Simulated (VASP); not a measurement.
Input of a VASP 6.6.1 run:

Contents of INCAR:

```
ALGO = Normal
EDIFF = 1E-6
ENCUT = 520
GGA = PE
ISIF = 2
ISMEAR = -1
LASPH = True
LCHARG = True
LELF = True
LREAL = False
LVHAR = True
LWAVE = False
NBANDS = 21
NELM = 100
PREC = Accurate
SIGMA = 0.1
```

The input KPOINTS:

```
k-points
0
Gamma
  18 18 12
```

POSCAR

```
Sn
1.0
   -2.8957199336      2.8973486680      1.5591475811
    2.8973486680     -2.8957199336      1.5591475811
    2.8954636595      2.8954636595     -1.5561620221
Sn
2
Direct
    0.0000231878      0.9999768122      0.0000000000
    0.7499768122      0.2500231878      0.5000000000
```

Potentials or basis: VASP PAW PBE potentials, release 64 (Sn_d).

Command:

```bash
$ cat potpaw_PBE.64/Sn_d/POTCAR > POTCAR
$ mpirun -np 1 vasp_std > vasp.out
```

Problem. What does it give for the pressure?

Solution. 4.7 GPa.

Problem. Predict the band gap on the k mesh.

Solution. Zero (bands 14 and 15 overlap by 4.49 eV).

Stress tensor (GPa, compression positive):
```
 4.57 -0.02 -0.01
-0.02  4.57 -0.01
-0.01 -0.01  5.03
```

Caveat: the cell stands under pressure; spin-orbit coupling is left out, which moves the levels of the heavy elements.
